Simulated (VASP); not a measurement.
ZrS, 2 atoms in the cell. The structure is orthorhombic, space group Immm (No. 71). Conventional cell: a = 3.639 Å, b = 3.667 Å, c = 5.166 Å, α = 90.00°, β = 90.00°, γ = 90.00°. Within 3.4 Å of Zr (site symmetry mmm) lie 6 S at 2.58 Å. S (site symmetry mmm) has 6 Zr at 2.58 Å within 3.4 Å.  This cell differs from its parent crystal: strain +0.0075 x Voigt [0, 0, 0, 1, 0, 0].

| Property | Result |
| --- | --- |
| Program | VASP 6.6.1 |
| Task | single point |
| Functional | PBEsol |
| Potentials or basis | VASP PAW PBE potentials, release 64 (Zr_sv, S) |
| Cutoff | 520 eV |
| k mesh | 20 × 20 × 20 |
| Occupations | gaussian, width 0.15 eV |
| Spin | no spin polarisation |
| Dipole correction | no |
| Further INCAR settings | ALGO = Normal; EDIFF = 1e-06; NBANDS = 16 |

Potentials or basis: VASP PAW PBE potentials, release 64 (Zr_sv, S).

The run is started by

```console
$ cat potpaw_PBE.64/Zr_sv/POTCAR potpaw_PBE.64/S/POTCAR > POTCAR
$ mpirun -np 1 vasp_std > vasp.out
```

Hardware: 1 thread of Intel(R) Xeon(R) Platinum 8259CL CPU @ 2.50GHz (Skylake/Cascade Lake) (shared host).

Task: How long does it take, and how much memory?

Result: Run time: 7.3 min on 1 thread of Intel(R) Xeon(R) Platinum 8259CL CPU @ 2.50GHz (Skylake/Cascade Lake), with other jobs on the host, peak memory 0.68 GiB. Counts: scf iterations 12, k points 1166.
